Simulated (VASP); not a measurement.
# NiO in VASP: further runs, part 2 of 3

VASP 6.6.1.

## 5. Relaxation of shape and atoms at fixed volume, PBE+U, collinear spin, antiferromagnetic start

This run uses another cell than the first one: it holds 4 atoms, not 2.

Input file INCAR:

```
SYSTEM = NiO
ALGO = Normal ; EDIFF = 1E-6
EDIFFG = -0.01 ; ENCUT = 600
GGA = PE ; IBRION = 2
ISIF = 4 ; ISMEAR = 0
ISPIN = 2 ; LASPH = .TRUE.
LCHARG = .FALSE. ; LDAU = .TRUE.
LDAUJ = 0 0 ; LDAUL = 2 -1
LDAUPRINT = 1 ; LDAUTYPE = 2
LDAUU = 6.2 0 ; LMAXMIX = 4
LORBIT = 11 ; LREAL = .FALSE.
LWAVE = .FALSE. ; MAGMOM = 1.85 -1.85 0 0
NELM = 150 ; NSW = 60
PREC = Accurate ; SIGMA = 0.05
```

Input file KPOINTS:

```
k-points
0
G
  10 10 5
  0 0 0
```

Input file POSCAR:

```
NiO
1.0
    0.0000000000      2.1261674825      2.1261674825
    2.1261674825      0.0000000000      2.1261674825
    4.2493462858      4.2493462858      0.0029886792
Ni O
2 2
Direct
    0.0000000000      0.0000000000      0.0000000000
    0.0000000000      0.0000000000      0.5000000000
    0.5000000045      0.5000000045      0.2499999932
    0.4999999955      0.4999999955      0.7500000068
```

Potentials or basis: VASP PAW PBE potentials, release 64 (Ni, O).

Command:

```bash
> cat potpaw_PBE.64/Ni/POTCAR potpaw_PBE.64/O/POTCAR > POTCAR
> mpirun -np 1 vasp_std > vasp.out
```

OUTCAR:

```text
SYSTEM = NiO
   EDIFF = 1E-6
   EDIFFG = -0.01
   ENCUT = 600
   GGA = PE
   IBRION = 2
   ISIF = 4
   ISMEAR = 0
   ISPIN = 2
   LASPH = .TRUE.
   LORBIT = 11
   LREAL = .FALSE.
   NELM = 150
   NSW = 60
   PREC = Accurate

 ion  position               nearest neighbor table
   1  0.000  0.000  0.000-   3 2.13   3 2.13   4 2.13   4 2.13   3 2.13   4 2.13   2 3.00   2 3.00
                             2 3.00   2 3.00   2 3.00   2 3.00
   2  0.000  0.000  0.500-   3 2.13   4 2.13   3 2.13   4 2.13   4 2.13   3 2.13   1 3.00   1 3.00
                             1 3.00   1 3.00   1 3.00   1 3.00
   3  0.500  0.500  0.250-   1 2.13   1 2.13   1 2.13   2 2.13   2 2.13   2 2.13
   4  0.500  0.500  0.750-   1 2.13   1 2.13   1 2.13   2 2.13   2 2.13   2 2.13

  LATTYP: Found a trigonal (rhomboedric) cell.
 ALAT       =     5.2031452332
 COS(alpha) =     0.8330205421

  Lattice vectors:

 A1 = (   4.2493462858,   2.1231788033,  -2.1231788033)
 A2 = (   2.1231788033,   2.1231788033,  -4.2493462858)
[... 310 lines left out ...]
      6       1.3808      1.00000
[... 1097 lines left out ...]
     19      13.6971      0.00000
     20      14.0054      0.00000

 [... further k-points ...]
[... 5 lines left out ...]
  --------------------------------------------------------------------------------------
  -------------------------------------------------------------------------------------
  Total       -1.9677932     -1.9677932     -1.9677932      0.0029290     -0.0029290     -0.0029290
  in kB      -82.0910328    -82.0910328    -82.0910328      0.1221914     -0.1221914     -0.1221914
  external PRESSURE =     -82.0910328 kB  Pullay stress =       0.0000000 kB

 VOLUME and BASIS-vectors are now :
 -----------------------------------------------------------------------------
  energy-cutoff  :      600.00
  volume of cell :       38.41
      direct lattice vectors                 reciprocal lattice vectors
     0.000000000  2.126167483  2.126167483    -0.235247645  0.235082189  0.235247645
     2.126167483  0.000000000  2.126167483     0.235082189 -0.235247645  0.235247645
     4.249346286  4.249346286  0.002988679     0.117706551  0.117706551 -0.117706551

 POSITION                                       TOTAL-FORCE (eV/Angst)
 -----------------------------------------------------------------------------------
      0.00000      0.00000      0.00000         0.000000      0.000000     -0.000000
      2.12467      2.12467      0.00149        -0.000000     -0.000000     -0.000000
      2.12542      2.12542      2.12691         0.000000      0.000000      0.000000
      4.25009      4.25009      2.12841        -0.000000     -0.000000     -0.000000
 -----------------------------------------------------------------------------------
    total drift:                               -0.000000     -0.000000      0.000000

  FREE ENERGIE OF THE ION-ELECTRON SYSTEM (eV)
  ---------------------------------------------------
  free  energy   TOTEN  =       -20.4383681373 eV

  energy  without entropy=      -20.4383681373  energy(sigma->0) =      -20.43836814

 reached required accuracy - stopping structural energy minimisation

 total charge

# of ion       s       p       d       tot
------------------------------------------
    1        0.327   0.383   8.199   8.909
    2        0.327   0.383   8.199   8.909
    3        1.547   3.448   0.000   4.994
    4        1.547   3.448   0.000   4.994
--------------------------------------------------
tot          3.747   7.662  16.397  27.806

 magnetization (x)

# of ion       s       p       d       tot
------------------------------------------
    1       -0.001  -0.004   1.764   1.759
    2        0.001   0.004  -1.764  -1.759
    3        0.000   0.000   0.000   0.000
    4        0.000   0.000   0.000   0.000
--------------------------------------------------
tot          0.000   0.000   0.000   0.000
```

Wall time 5.2 min (1 thread of Oxide Virtual Turin-like, shared host); peak memory 0.21 GiB.

Results:

```
Free energy                                           : -20.4384 eV
Pressure after relaxing                               : -8.2 GPa
Band gap on the k mesh                                : 3.07 eV
Net moment                                            : 0.00 μB per cell
Site moments                                          : Ni +1.76, -1.76; O +0.00 μB
Valence electrons inside the program's atomic spheres : Ni 8.91; O 4.99
```

Final structure:
```
CELL_PARAMETERS angstrom
0.00000 2.12617 2.12617
2.12617 0.00000 2.12617
4.24935 4.24935 0.00299
ATOMIC_POSITIONS crystal
Ni 0.00000 0.00000 0.00000
Ni 0.00000 0.00000 0.50000
O 0.50000 0.50000 0.25000
O 0.50000 0.50000 0.75000
```

Levels at points of the mesh, in eV from the valence-band top:
Spin up:
```
           k point  band 12  band 13  band 14  band 15  band 16  band 17  band 18  band 19  band 20
(0.00, 0.00, 0.00)    -0.67    -0.67    -0.64    -0.64    -0.63     3.07     4.28     4.28     7.18
(0.50, 0.00, 0.00)    -2.00    -1.94    -1.93    -0.59    -0.49     4.44     4.57     7.19     7.52
```
Spin down:
| k point | band 14 | band 15 | band 16 | band 17 | band 18 | band 19 |
| --- | --- | --- | --- | --- | --- | --- |
| (0.00, 0.00, 0.00) | -0.64 | -0.64 | -0.63 | 3.07 | 4.28 | 4.28 |
| (0.50, 0.00, 0.00) | -1.93 | -0.59 | -0.49 | 4.44 | 4.57 | 7.19 |

Eigenvalues of the final occupation matrices:
```csv
site,spin,trace,eigenvalues
site 1 d,1,4.99,0.98 0.98 0.98 1.02 1.02
site 1 d,2,3.23,0.14 0.14 0.98 0.98 0.98
site 2 d,1,3.23,0.14 0.14 0.98 0.98 0.98
site 2 d,2,4.99,0.98 0.98 0.98 1.02 1.02
```

Caveat: the relaxation stopped at its first step, so nothing moved.

## 6. Single point, PBE+U, collinear spin, antiferromagnetic start

This run uses another cell than the first one: it holds 4 atoms, not 2.

Input file INCAR:

```
  PREC = Accurate
  ENCUT = 520
  EDIFF = 1E-6
  ISMEAR = 0
  SIGMA = 0.05
  LREAL = F
  LASPH = T
  NELM = 150
  ALGO = Normal
  ISIF = 2
  LWAVE = F
  LCHARG = T
  ISPIN = 2
  MAGMOM = 1.84 -1.84 0 0
  LORBIT = 11
  LMAXMIX = 4
  LDAU = T
  LDAUTYPE = 2
  LDAUL = 2 -1
  LDAUU = 6.2 0
  LDAUJ = 0 0
  LDAUPRINT = 1
  GGA = PE
  LELF = T
  LVHAR = T
  NBANDS = 28
```

Input file KPOINTS:

```
regular mesh
0
Gamma
  10 10 5
```

POSCAR, as its differences from that of step 5:

```diff
@@ -3,4 +3,4 @@
     0.0000000000      2.1261674825      2.1261674825
-    2.1261674825      0.0000000000      2.1261674825
-    4.2493462858      4.2493462858      0.0029886792
+    2.0836441328      0.0000000000      2.1261674825
+    4.1643593601      4.2493462858      0.0029886792
 Ni O
```

Potentials or basis: VASP PAW PBE potentials, release 64 (Ni, O).

Command:

```bash
> cat potpaw_PBE.64/Ni/POTCAR potpaw_PBE.64/O/POTCAR > POTCAR
> mpirun -np 1 vasp_std > vasp.out
```

OUTCAR:

```text
PREC = Accurate
   ENCUT = 520
   EDIFF = 1E-6
   ISMEAR = 0
   LREAL = F
   LASPH = T
   NELM = 150
   ISIF = 2
   ISPIN = 2
   LORBIT = 11
   GGA = PE

 ion  position               nearest neighbor table
   1  0.000  0.000  0.000-   3 2.08   4 2.08   3 2.13   4 2.13   3 2.13   4 2.13   2 2.97   2 2.97
                             2 2.97   2 2.97   2 3.00   2 3.00
   2  0.000  0.000  0.500-   3 2.08   4 2.08   3 2.13   4 2.13   3 2.13   4 2.13   1 2.97   1 2.97
                             1 2.97   1 2.97   1 3.00   1 3.00
   3  0.500  0.500  0.250-   1 2.08   2 2.08   1 2.13   1 2.13   2 2.13   2 2.13
   4  0.500  0.500  0.750-   1 2.08   2 2.08   1 2.13   1 2.13   2 2.13   2 2.13

  LATTYP: Found a base centered monoclinic cell.
 ALAT       =     5.1388196909
 B/A-ratio  =     0.5851255873
 C/A-ratio  =     0.9990565930
 COS(beta)  =    -0.3155728658

  Lattice vectors:

 A1 = (  -2.0836441328,   0.0000000000,  -2.1261674825)
 A2 = (  -2.0836441328,   2.1261674825,   0.0000000000)
 A3 = (   4.1643593601,   2.1231788033,  -2.1231788033)

Analysis of symmetry for initial positions (statically):
=====================================================================
 Subroutine PRICEL returns following result:

  LATTYP: Found a base centered monoclinic cell.
 ALAT       =     5.1339716927
 B/A-ratio  =     0.5856781201
 C/A-ratio  =     0.5852665560
 COS(beta)  =    -0.5844594505
[... 12 lines left out ...]
 Subroutine GETGRP returns: Found  4 space group operations
 (whereof  4 operations were pure point group operations)
 out of a pool of  4 trial point group operations.

The static configuration has the point symmetry C_2h.

Analysis of symmetry for dynamics (positions and initial velocities):
=====================================================================
 Subroutine PRICEL returns following result:

  LATTYP: Found a base centered monoclinic cell.
 ALAT       =     5.1339716927
 B/A-ratio  =     0.5856781201
 C/A-ratio  =     0.5852665560
 COS(beta)  =    -0.5844594505
[... 12 lines left out ...]
 Subroutine GETGRP returns: Found  4 space group operations
 (whereof  4 operations were pure point group operations)
 out of a pool of  4 trial point group operations.

The dynamic configuration has the point symmetry C_2h.

Analysis of structural, dynamic, and magnetic symmetry:
=====================================================================
 Subroutine PRICEL returns following result:

  LATTYP: Found a base centered monoclinic cell.
 ALAT       =     5.1339716927
[... 192 lines left out ...]
  o =  0.9831  v =  0.7071  0.0070  0.0000 -0.7071 -0.0001  0.0000  0.0000  0.0000  0.0000  0.0000      0.0000  0.0000  0.0000  0.0000  0.0000  0.0000  0.0000  0.0000  0.0000  0.0000
  o =  0.9832  v =  0.7071 -0.0000  0.0002  0.7071  0.0001  0.0000  0.0000  0.0000  0.0000  0.0000      0.0000  0.0000  0.0000  0.0000  0.0000  0.0000  0.0000  0.0000  0.0000  0.0000
  o =  1.0242  v = -0.0002 -0.0000  0.8660 -0.0002  0.5000  0.0000  0.0000  0.0000  0.0000  0.0000      0.0000  0.0000  0.0000  0.0000  0.0000  0.0000  0.0000  0.0000  0.0000  0.0000
  o =  1.0297  v =  0.0000  0.0006 -0.5000 -0.0000  0.8660  0.0000  0.0000  0.0000  0.0000  0.0000      0.0000  0.0000  0.0000  0.0000  0.0000  0.0000  0.0000  0.0000  0.0000  0.0000

atom =   2  type =  1  l = 2

 onsite density matrix

spin component  1

  0.9814 -0.0000 -0.0000 -0.0000  0.0001
 -0.0000  0.9801 -0.0000  0.0000  0.0001
 -0.0000 -0.0000  0.1454  0.0001 -0.0055
 -0.0000  0.0000  0.0001  0.9814 -0.0001
  0.0001  0.0001 -0.0055 -0.0001  0.1518

spin component  2

  0.9832  0.0000 -0.0000  0.0000 -0.0000
  0.0000  0.9820 -0.0000 -0.0000  0.0000
 -0.0000 -0.0000  1.0256 -0.0000 -0.0024
  0.0000 -0.0000 -0.0000  0.9832 -0.0000
 -0.0000  0.0000 -0.0024 -0.0000  1.0283

 occupancies and eigenvectors

  o =  0.1422  v =  0.0001 -0.0000 -0.8660  0.0001 -0.5000  0.0000  0.0000  0.0000  0.0000  0.0000      0.0000  0.0000  0.0000  0.0000  0.0000  0.0000  0.0000  0.0000  0.0000  0.0000
  o =  0.1550  v = -0.0001 -0.0001 -0.5000  0.0001  0.8660  0.0000  0.0000  0.0000  0.0000  0.0000      0.0000  0.0000  0.0000  0.0000  0.0000  0.0000  0.0000  0.0000  0.0000  0.0000
  o =  0.9801  v =  0.0052  1.0000 -0.0001 -0.0052  0.0001  0.0000  0.0000  0.0000  0.0000  0.0000      0.0000  0.0000  0.0000  0.0000  0.0000  0.0000  0.0000  0.0000  0.0000  0.0000
  o =  0.9814  v = -0.7071 -0.0000 -0.0001 -0.7071 -0.0001  0.0000  0.0000  0.0000  0.0000  0.0000      0.0000  0.0000  0.0000  0.0000  0.0000  0.0000  0.0000  0.0000  0.0000  0.0000
  o =  0.9814  v =  0.7071 -0.0074 -0.0001 -0.7071  0.0002  0.0000  0.0000  0.0000  0.0000  0.0000      0.0000  0.0000  0.0000  0.0000  0.0000  0.0000  0.0000  0.0000  0.0000  0.0000
  o =  0.9820  v =  0.0000  0.0000  0.0000  0.0000  0.0000 -0.0049  1.0000  0.0003  0.0049 -0.0005      0.0000  0.0000  0.0000  0.0000  0.0000  0.0000  0.0000  0.0000  0.0000  0.0000
  o =  0.9831  v =  0.0000  0.0000  0.0000  0.0000  0.0000  0.7071  0.0070  0.0000 -0.7071 -0.0001      0.0000  0.0000  0.0000  0.0000  0.0000  0.0000  0.0000  0.0000  0.0000  0.0000
  o =  0.9832  v =  0.0000  0.0000  0.0000  0.0000  0.0000  0.7071 -0.0000  0.0002  0.7071  0.0001      0.0000  0.0000  0.0000  0.0000  0.0000  0.0000  0.0000  0.0000  0.0000  0.0000
  o =  1.0242  v =  0.0000  0.0000  0.0000  0.0000  0.0000 -0.0002  0.0000  0.8660 -0.0002  0.5000      0.0000  0.0000  0.0000  0.0000  0.0000  0.0000  0.0000  0.0000  0.0000  0.0000
  o =  1.0297  v =  0.0000  0.0000  0.0000  0.0000  0.0000  0.0000  0.0006 -0.5000 -0.0000  0.8660      0.0000  0.0000  0.0000  0.0000  0.0000  0.0000  0.0000  0.0000  0.0000  0.0000

 number of electron      32.0000029 magnetization       0.0000000

 Free energy of the ion-electron system (eV)
  ---------------------------------------------------
  ext. energy  EPLUGINS =         0.00000000
  ---------------------------------------------------
  free energy    TOTEN  =       -20.45768655 eV

  energy without entropy =      -20.45768655  energy(sigma->0) =      -20.45768655

 E-fermi :   6.1520     XC(G=0): -12.4538

 val. band max:        5.8559714553   @ k =   0.0000   0.0000   0.4000
 cond. band min:       9.0571129835   @ k =   0.0000   0.0000   0.0000
 fundamental gap:      3.2011415282
 Fermi energy:         6.1520469927

 spin component 1

 k-point     1 :       0.0000    0.0000    0.0000
  band No.  band energies     occupation
      1     -12.1265      1.00000
      2     -10.7686      1.00000
      3      -0.8591      1.00000
      4      -0.2584      1.00000
      5      -0.2309      1.00000
      6       1.6263      1.00000
[... 1481 lines left out ...]
     27      27.0186      0.00000
     28      27.9056      0.00000

 [... further k-points ...]
[... 5 lines left out ...]
  --------------------------------------------------------------------------------------
  -------------------------------------------------------------------------------------
  Total       -0.4936585     -1.4147900     -1.4147900      0.0011735     -0.0018845     -0.0011632
  in kB      -21.0143903    -60.2257452    -60.2257452      0.0499562     -0.0802210     -0.0495167
  external PRESSURE =     -47.1552935 kB  Pullay stress =       0.0000000 kB

 VOLUME and BASIS-vectors are now :
 -----------------------------------------------------------------------------
  energy-cutoff  :      520.00
  volume of cell :       37.64
      direct lattice vectors                 reciprocal lattice vectors
     0.000000000  2.126167483  2.126167483    -0.240048618  0.235082189  0.235247645
     2.083644133  0.000000000  2.126167483     0.239879785 -0.235247645  0.235247645
     4.164359360  4.249346286  0.002988679     0.120108725  0.117706551 -0.117706551

 POSITION                                       TOTAL-FORCE (eV/Angst)
 -----------------------------------------------------------------------------------
      0.00000      0.00000      0.00000        -0.000000     -0.000000      0.000000
      2.08218      2.12467      0.00149         0.000000     -0.000000      0.000000
      2.08291      2.12542      2.12691        -0.000000     -0.000000     -0.000000
      4.16509      4.25009      2.12841        -0.000000      0.000000     -0.000000
 -----------------------------------------------------------------------------------
    total drift:                               -0.000000     -0.000000      0.000000

  FREE ENERGIE OF THE ION-ELECTRON SYSTEM (eV)
  ---------------------------------------------------
  free  energy   TOTEN  =       -20.4576865507 eV

  energy  without entropy=      -20.4576865507  energy(sigma->0) =      -20.45768655

 total charge

# of ion       s       p       d       tot
------------------------------------------
    1        0.333   0.399   8.216   8.947
    2        0.333   0.399   8.216   8.947
    3        1.550   3.457   0.000   5.007
    4        1.550   3.457   0.000   5.007
--------------------------------------------------
tot          3.765   7.711  16.432  27.908

 magnetization (x)

# of ion       s       p       d       tot
------------------------------------------
    1       -0.001  -0.005   1.760   1.754
    2        0.001   0.005  -1.760  -1.754
    3        0.000   0.000   0.000   0.000
    4        0.000   0.000   0.000   0.000
--------------------------------------------------
tot          0.000   0.000  -0.000  -0.000
```

It took 6 min on 1 thread of Oxide Virtual Turin-like, shared host; peak memory 0.31 GiB.

What came out:

* Free energy: -20.4577 eV
* Pressure: -4.7 GPa
* Band gap on the k mesh: 3.20 eV
* Net moment: 0.00 μB per cell
* Site moments: Ni +1.75, -1.75; O +0.00 μB
* Valence electrons inside the program's atomic spheres: Ni 8.95; O 5.01

Eigenvalues of the final occupation matrices:
```tsv
site	spin	trace	eigenvalues
site 1 d	1	5.00	0.98 0.98 0.98 1.02 1.03
site 1 d	2	3.24	0.14 0.15 0.98 0.98 0.98
site 2 d	1	3.24	0.14 0.15 0.98 0.98 0.98
site 2 d	2	5.00	0.98 0.98 0.98 1.02 1.03
```

(Continued in part 3 of 3.)
